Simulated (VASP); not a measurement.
# Si4BW (P4/mmm) in VASP: a series of runs

Runs on Si4BW. Level: PBE. Tasks: single point, relaxation of cell and atoms.

All numbers are computed with VASP 6.6.1; they aren't measurements. Logs are shortened: lines on timing, memory, paths and dates and some standing lists are left out, and cuts for length are marked.

### 1 The cell of the first run

It takes space group P4/mmm (No. 123, tetragonal). The conventional cell has a = 3.740 Å, b = 3.740 Å, c = 6.589 Å, α = 90.00°, β = 90.00°, γ = 90.00°. Within 2.9 Å of Si (site symmetry 4mm) lie 1 B at 2.12 Å and 5 Si at 2.34 to 2.83 Å and 4 W at 2.89 Å. Si (site symmetry mmm) has 2 B at 1.87 Å within 2.5 Å. B (site symmetry 4/mmm) has 6 Si at 1.87 to 2.12 Å within 2.5 Å. W (site symmetry 4/mmm) has 16 Si at 2.89 to 3.79 Å and 4 W at 3.74 Å within 3.8 Å.

The cell was built from a structure type or drawn by symmetry, and may not be a known phase.

### 2 Single point, PBE

File INCAR:

```
SYSTEM = Si4BW
  PREC = Accurate
  ENCUT = 520
  EDIFF = 1E-6
  ISMEAR = 0
  SIGMA = 0.1
  LREAL = .False.
  LASPH = .True.
  NELM = 100
  ALGO = Normal
  ISIF = 2
  LWAVE = .False.
  LCHARG = .True.
  GGA = PE
  LELF = .True.
  LVHAR = .True.
  NBANDS = 26
```

File KPOINTS:

```
regular mesh
0
Gamma
  10 10 6
  0 0 0
```

File POSCAR:

```
Si4BW
1.0
    3.7404665697      0.0000000000      0.0000000000
    0.0000000000      3.7404665697      0.0000000000
    0.0000000000      0.0000000000      6.5886721632
Si B W
4 1 1
Direct
    0.5000000000      0.5000000000      0.8221149126
    0.5000000000      0.5000000000      0.1778850874
    0.5000000000      0.0000000000      0.5000000000
    0.0000000000      0.5000000000      0.5000000000
    0.5000000000      0.5000000000      0.5000000000
    0.0000000000      0.0000000000      0.0000000000
```

Potentials or basis: VASP PAW PBE potentials, release 64 (Si, B, W_sv).

On the command line:

```bash
$ cat potpaw_PBE.64/Si/POTCAR potpaw_PBE.64/B/POTCAR potpaw_PBE.64/W_sv/POTCAR > POTCAR
$ mpirun -np 1 vasp_std > vasp.out
```

OUTCAR:

```text
SYSTEM = Si4BW
   PREC = Accurate
   ENCUT = 520
   EDIFF = 1E-6
   ISMEAR = 0
   LREAL = .False.
   LASPH = .True.
   NELM = 100
   ISIF = 2
   GGA = PE

 ion  position               nearest neighbor table
   1  0.500  0.500  0.822-   5 2.12   2 2.34   4 2.83   3 2.83   3 2.83   4 2.83   6 2.89   6 2.89
                             6 2.89   6 2.89
   2  0.500  0.500  0.178-   5 2.12   1 2.34   4 2.83   3 2.83   3 2.83   4 2.83   6 2.89   6 2.89
                             6 2.89   6 2.89
   3  0.500  0.000  0.500-   5 1.87   5 1.87   4 2.64   4 2.64   4 2.64   4 2.64   1 2.83   2 2.83
                             1 2.83   2 2.83
   4  0.000  0.500  0.500-   5 1.87   5 1.87   3 2.64   3 2.64   3 2.64   3 2.64   2 2.83   2 2.83
                             1 2.83   1 2.83
   5  0.500  0.500  0.500-   3 1.87   4 1.87   3 1.87   4 1.87   1 2.12   2 2.12
   6  0.000  0.000  0.000-   1 2.89   2 2.89   1 2.89   2 2.89   1 2.89   2 2.89   1 2.89   2 2.89

  LATTYP: Found a simple tetragonal cell.
 ALAT       =     3.7404665697
 C/A-ratio  =     1.7614573050

  Lattice vectors:

 A1 = (   3.7404665697,   0.0000000000,   0.0000000000)
 A2 = (   0.0000000000,   3.7404665697,   0.0000000000)
 A3 = (   0.0000000000,   0.0000000000,   6.5886721632)

Analysis of symmetry for initial positions (statically):
=====================================================================
 Subroutine PRICEL returns:
 Original cell was already a primitive cell.

 Routine SETGRP: Setting up the symmetry group for a
 simple tetragonal supercell.

 Subroutine GETGRP returns: Found 16 space group operations
 (whereof 16 operations were pure point group operations)
 out of a pool of 16 trial point group operations.

The static configuration has the point symmetry D_4h.

Analysis of symmetry for dynamics (positions and initial velocities):
=====================================================================
 Subroutine PRICEL returns:
 Original cell was already a primitive cell.

 Routine SETGRP: Setting up the symmetry group for a
 simple tetragonal supercell.

 Subroutine GETGRP returns: Found 16 space group operations
 (whereof 16 operations were pure point group operations)
 out of a pool of 16 trial point group operations.

The dynamic configuration has the point symmetry D_4h.

 Subroutine INISYM returns: Found 16 space group operations
 (whereof 16 operations are pure point group operations),
 and found     1 'primitive' translations

----------------------------------------------------------------------------------------

                                     Primitive cell

  volume of cell :      92.1827

  direct lattice vectors                    reciprocal lattice vectors
     3.740466570  0.000000000  0.000000000     0.267346327  0.000000000  0.000000000
     0.000000000  3.740466570  0.000000000     0.000000000  0.267346327  0.000000000
     0.000000000  0.000000000  6.588672163     0.000000000  0.000000000  0.151775650

  length of vectors
     3.740466570  3.740466570  6.588672163     0.267346327  0.267346327  0.151775650

  position of ions in fractional coordinates (direct lattice)
     0.500000000  0.500000000  0.822114913
     0.500000000  0.500000000  0.177885087
     0.500000000  0.000000000  0.500000000
     0.000000000  0.500000000  0.500000000
     0.500000000  0.500000000  0.500000000
     0.000000000  0.000000000  0.000000000

  ion indices of the primitive-cell ions
   primitive index   ion index
                 1           1
                 2           2
                 3           3
                 4           4
                 5           5
                 6           6

----------------------------------------------------------------------------------------

 KPOINTS: regular mesh

Automatic generation of k-mesh.
 Grid dimensions read from file:
 generate k-points for:   10   10    6

 Generating k-lattice:

  Cartesian coordinates                     Fractional coordinates (reciprocal lattice)
     0.026734633  0.000000000  0.000000000     0.100000000  0.000000000  0.000000000
     0.000000000  0.026734633  0.000000000     0.000000000  0.100000000  0.000000000
     0.000000000  0.000000000  0.025295942     0.000000000  0.000000000  0.166666667

  Length of vectors
     0.026734633  0.026734633  0.025295942

  Shift w.r.t. Gamma in fractional coordinates (k-lattice)
     0.000000000  0.000000000  0.000000000

 Subroutine IBZKPT returns following result:
 ===========================================

 Found     84 irreducible k-points:

 Following reciprocal coordinates:
            Coordinates               Weight
  0.000000  0.000000  0.000000      1.000000
  0.100000  0.000000  0.000000      4.000000
  0.200000  0.000000  0.000000      4.000000
  0.300000  0.000000  0.000000      4.000000
  0.400000  0.000000  0.000000      4.000000
  0.500000  0.000000  0.000000      2.000000
[... 16 lines left out ...]
  0.100000  0.000000  0.166667      8.000000
  0.200000  0.000000  0.166667      8.000000
 [... further k-points ...]
   k-points           NKPTS =     84   k-points in BZ     NKDIM =     84   number of bands    NBANDS=     26
   number of dos      NEDOS =    301   number of ions     NIONS =      6
   total plane-waves  NPLWV =  39200
   dimension x,y,z NGX =    28 NGY =   28 NGZ =   50
   dimension x,y,z NGXF=    56 NGYF=   56 NGZF=  100
   ions per type =               4   1   1
   NGX,Y,Z   is equivalent  to a cutoff of  12.44, 12.44, 12.62 a.u.
   NGXF,Y,Z  is equivalent  to a cutoff of  24.89, 24.89, 25.23 a.u.
 SYSTEM =  Si4BW
   PREC   = accura    normal or accurate (medium, high low for compatibility)
   ISTART =      0    job   : 0-new  1-cont  2-samecut
   ICHARG =      2    charge: 1-file 2-atom 10-const
   ISPIN  =      1    spin polarized calculation?
   LNONCOLLINEAR =      F non collinear calculations
   LSORBIT =      F    spin-orbit coupling
   LASPH  =      T    aspherical Exc in radial PAW
   ENCUT  =  520.0 eV  38.22 Ry    6.18 a.u.   6.95  6.95 12.25*2*pi/ulx,y,z
   NELM   =    100;   NELMIN=  2; NELMDL= -5     # of ELM steps
   EDIFF  = 0.1E-05   stopping-criterion for ELM
   LREAL  =      F    real-space projection
   EDIFFG = 0.1E-04   stopping-criterion for IOM
   NSW    =      0    number of steps for IOM
   IBRION =     -1    ionic relax: 0-MD 1-quasi-New 2-CG
   NFREE  =      0    steps in history (QN), initial steepest desc. (CG)
   ISIF   =      2    stress and relaxation
   ISYM   =      2    0-nonsym 1-usesym 2-fastsym
   POTIM  = 0.5000    time-step for ionic-motion
   TEBEG  =    0.0;   TEEND  =   0.0 temperature during run
   PSTRESS=    0.0 pullay stress
   NELECT =      33.0000    total number of electrons
   NUPDOWN=      -1.0000    fix difference up-down
   EMIN   =  10.00;   EMAX   =-10.00  energy-range for DOS
   EFERMI =   0.00;   METHOD = LEGACY
   ISMEAR =     0;   SIGMA  =   0.10  broadening in eV -4-tet -1-fermi 0-gaus
   EFERMI_NEDOS =   21; number of points for ismear=-14 and -15
   IALGO  =     38    algorithm
   IMIX   =      4    mixing-type and parameters
     AMIX     =   0.40;   BMIX     =  1.00
     AMIX_MAG =   1.60;   BMIX_MAG =  1.00
  volume/ion in A,a.u.               =      15.36       103.68
  Fermi-wavevector in a.u.,A,eV,Ry     =   1.162420  2.196655 18.384461  1.351220
  Thomas-Fermi vector in A             =   2.298981
   LORBIT       =      0    0 simple, 1 ext, 2 COOP (PROOUT), +10 PAW based schemes
   GGA     = PE    functional components
   LHFCALC =     F    Hartree Fock is set to
   AEXX    =    0.0000 exact exchange contribution
   IVDW    =     0    specifies the selected vdW correction
   LEPSILON=     F    determine dielectric tensor
   LRPA    =     F    only Hartree local field effects (RPA)
 non-spin polarized calculation
 Gauss-broadening in eV      SIGMA  =   0.10
  energy-cutoff  :      520.00
  volume of cell :       92.18
 maximum number of plane-waves:      2508
 NGX is ok and might be reduce to    28
   NGX = 13   NGY = 13   NGZ = 25

 number of electron      32.9999999 magnetization

 Free energy of the ion-electron system (eV)
  ---------------------------------------------------
  ext. energy  EPLUGINS =         0.00000000
  ---------------------------------------------------
  free energy    TOTEN  =       -34.27555196 eV

  energy without entropy =      -34.25421868  energy(sigma->0) =      -34.26488532

 E-fermi :   8.4208     XC(G=0): -11.0176

 val. band max:        8.4110962361   @ k =   0.2000   0.0000   0.5000
 cond. band min:       8.4237255867   @ k =   0.3000   0.0000   0.3333
 fundamental gap:      0.0126293506
 Fermi energy:         8.4207509781

 k-point     1 :       0.0000    0.0000    0.0000
  band No.  band energies     occupation
      1     -66.2812      2.00000
      2     -30.4849      2.00000
      3     -30.4849      2.00000
      4     -30.1699      2.00000
      5      -6.3617      2.00000
      6      -1.7806      2.00000
[... 18 lines left out ...]
     25      11.6913      0.00000
     26      12.7357      0.00000

 k-point     2 :       0.1000    0.0000    0.0000
  band No.  band energies     occupation
      1     -66.2811      2.00000
      2     -30.4881      2.00000
      3     -30.4846      2.00000
      4     -30.1697      2.00000
      5      -6.2780      2.00000
      6      -1.6789      2.00000
[... 18 lines left out ...]
     25      12.1521      0.00000
     26      12.5142      0.00000

 k-point     3 :       0.2000    0.0000    0.0000
  band No.  band energies     occupation
      1     -66.2809      2.00000
      2     -30.4965      2.00000
      3     -30.4839      2.00000
      4     -30.1689      2.00000
      5      -6.0336      2.00000
      6      -1.3867      2.00000
[... 572 lines left out ...]
 k-point    23 :       0.1000    0.0000    0.1667
  band No.  band energies     occupation
      1     -66.2811      2.00000
      2     -30.4881      2.00000
      3     -30.4846      2.00000
      4     -30.1697      2.00000
      5      -6.2541      2.00000
      6      -2.2230      2.00000
[... 18 lines left out ...]
     25      12.0318      0.00000
     26      12.4895      0.00000

 k-point    24 :       0.2000    0.0000    0.1667
  band No.  band energies     occupation
      1     -66.2809      2.00000
      2     -30.4965      2.00000
      3     -30.4839      2.00000
      4     -30.1689      2.00000
      5      -6.0111      2.00000
      6      -1.9581      2.00000
[... 18 lines left out ...]
     25      11.7067      0.00000
     26      13.3001      0.00000

 [... further k-points ...]
[... 5 lines left out ...]
  --------------------------------------------------------------------------------------
  -------------------------------------------------------------------------------------
  Total       -0.0438966     -0.0438966     -0.0215429      0.0000000     -0.0000000      0.0000000
  in kB       -0.7629426     -0.7629426     -0.3744262      0.0000000     -0.0000000      0.0000000
  external PRESSURE =      -0.6334372 kB  Pullay stress =       0.0000000 kB

 VOLUME and BASIS-vectors are now :
 -----------------------------------------------------------------------------
  energy-cutoff  :      520.00
  volume of cell :       92.18
      direct lattice vectors                 reciprocal lattice vectors
     3.740466570  0.000000000  0.000000000     0.267346327  0.000000000  0.000000000
     0.000000000  3.740466570  0.000000000     0.000000000  0.267346327  0.000000000
     0.000000000  0.000000000  6.588672163     0.000000000  0.000000000  0.151775650

 POSITION                                       TOTAL-FORCE (eV/Angst)
 -----------------------------------------------------------------------------------
      1.87023      1.87023      5.41665         0.000000      0.000000      0.002033
      1.87023      1.87023      1.17203        -0.000000      0.000000     -0.002033
      1.87023      0.00000      3.29434        -0.000000     -0.000000      0.000000
      0.00000      1.87023      3.29434        -0.000000     -0.000000      0.000000
      1.87023      1.87023      3.29434        -0.000000     -0.000000      0.000000
      0.00000      0.00000      0.00000        -0.000000     -0.000000      0.000000
 -----------------------------------------------------------------------------------
    total drift:                               -0.000000      0.000000     -0.000000

  FREE ENERGIE OF THE ION-ELECTRON SYSTEM (eV)
  ---------------------------------------------------
  free  energy   TOTEN  =       -34.2755519557 eV

  energy  without entropy=      -34.2542186792  energy(sigma->0) =      -34.26488532
```

It took 2.8 min on 1 thread of Intel Xeon Platinum 8375C at 2.90GHz (Ice Lake), shared host; peak memory 0.32 GiB.

Results:

```
Free energy            : -34.2756 eV
Pressure               : -0.1 GPa
Band gap on the k mesh : zero (an odd number of electrons rules out a gap without spin polarisation)
```

Forces on the atoms (eV/Å):
```
Si   0.000  0.000  0.002
Si   0.000  0.000 -0.002
Si   0.000  0.000  0.000
Si   0.000  0.000  0.000
B    0.000  0.000  0.000
W    0.000  0.000  0.000
```

Levels at points of the mesh, in eV from the Fermi level:
```
           k point  band 12  band 13  band 14  band 15  band 16  band 17  band 18  band 19  band 20  band 21
(0.00, 0.00, 0.00)    -1.88    -1.64    -1.32    -1.32    -1.10    -0.42     0.03     0.03     1.72     2.24
(0.50, 0.00, 0.00)    -2.76    -2.12    -1.49    -0.82    -0.34    -0.26     0.57     0.77     1.07     1.70
(0.50, 0.50, 0.00)    -4.28    -3.08    -3.08    -0.07     0.68     0.68     0.74     0.88     1.04     1.06
(0.00, 0.00, 0.50)    -2.57    -2.38    -0.81    -0.81    -0.79    -0.79    -0.69    -0.42     2.20     2.54
(0.50, 0.00, 0.50)    -2.99    -2.28    -1.56    -0.89    -0.87     0.55     0.60     0.79     1.42     1.69
(0.50, 0.50, 0.50)    -4.52    -2.92    -2.57    -2.57    -1.54     0.51     0.51     0.88     1.04     2.33
```

Caveat: spin-orbit coupling is left out, which moves the levels of the heavy elements.

(Continued in part 2 of 2.)
